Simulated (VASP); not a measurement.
# SrO: single point with r2SCAN

The system is SrO.

```
CELL_PARAMETERS angstrom
0.00000 2.81993 2.81993
2.81993 0.00000 2.81993
2.81993 2.81993 0.00000
ATOMIC_POSITIONS crystal
Sr 0.00000 0.00000 0.00000
O 0.25000 0.25000 0.25000
```

This cell differs from its parent crystal: volume changed by +3%.

```yaml
Program: VASP 6.6.1
Task: single point
Functional: r2SCAN
Potentials_or_basis: VASP PAW PBE potentials, release 64 (Sr_sv, O)
Cutoff: 520 eV
k_mesh: 6 × 6 × 6
Occupations: gaussian, width 0.01 eV
Spin: no spin polarisation
Dipole_correction: no
Further_INCAR_settings: ALGO = Normal; EDIFF = 1e-07; NBANDS = 15
```

- Pressure: -1.4 GPa
- Band gap on the k mesh: 2.83 eV, indirect (least direct gap 3.61 eV)

Levels at points of the mesh, in eV from the valence-band top:
| k point | band 6 | band 7 | band 8 | band 9 | band 10 | band 11 |
| --- | --- | --- | --- | --- | --- | --- |
| (0.00, 0.00, 0.00) | -0.78 | -0.78 | -0.78 | 2.83 | 8.57 | 8.57 |
| (0.50, 0.00, 0.00) | -0.70 | -0.49 | -0.49 | 5.56 | 7.50 | 8.08 |
| (0.50, 0.50, 0.00) | -1.33 | -0.01 | -0.01 | 4.85 | 6.15 | 10.13 |

Wall time 40 s on 1 thread of AMD EPYC 9R14 (Zen 4), with other jobs on the host, peak memory 0.14 GiB.

Caveat: the PAW data sets were made with another functional, which shifts forces and pressure a little. A k mesh can miss the band edges.
